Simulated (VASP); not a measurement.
Input of a VASP 6.6.1 run:

INCAR

```
SYSTEM = NbH2
  PREC = Accurate
  ENCUT = 520
  EDIFF = 1E-8
  ISMEAR = -1
  SIGMA = 0.15
  LREAL = .False.
  LASPH = .True.
  NELM = 80
  ALGO = Normal
  ISIF = 2
  LWAVE = .False.
  LCHARG = .True.
  GGA = CA
  IBRION = 8
  NSW = 1
```

The input KPOINTS:

```
regular mesh
0
Gamma
  16 16 16
  0 0 0
```

File POSCAR:

```
NbH2
1.0
    0.0000000000      2.2489469727      2.2489469727
    2.2489469727      0.0000000000      2.2489469727
    2.2489469727      2.2489469727      0.0000000000
Nb H
1 2
Direct
    0.0000000000      0.0000000000      0.0000000000
    0.2500000000      0.2500000000      0.2500000000
    0.7500000000      0.7500000000      0.7500000000
```

Potentials or basis: VASP PAW LDA potentials, release 64 (Nb_sv, H).

Run with:

```bash
$ cat potpaw_LDA.64/Nb_sv/POTCAR potpaw_LDA.64/H/POTCAR > POTCAR
$ mpirun -np 1 vasp_std > vasp.out
```

Question: Estimate the highest phonon frequency at Γ.

Answer: 1318 cm⁻¹.

Phonon frequencies in cm⁻¹ (negative: imaginary):
| q point | frequencies |
| --- | --- |
| (0.000, 0.000, 0.000) | 0 0 0 1138 1138 1138 1318 1318 1318 |
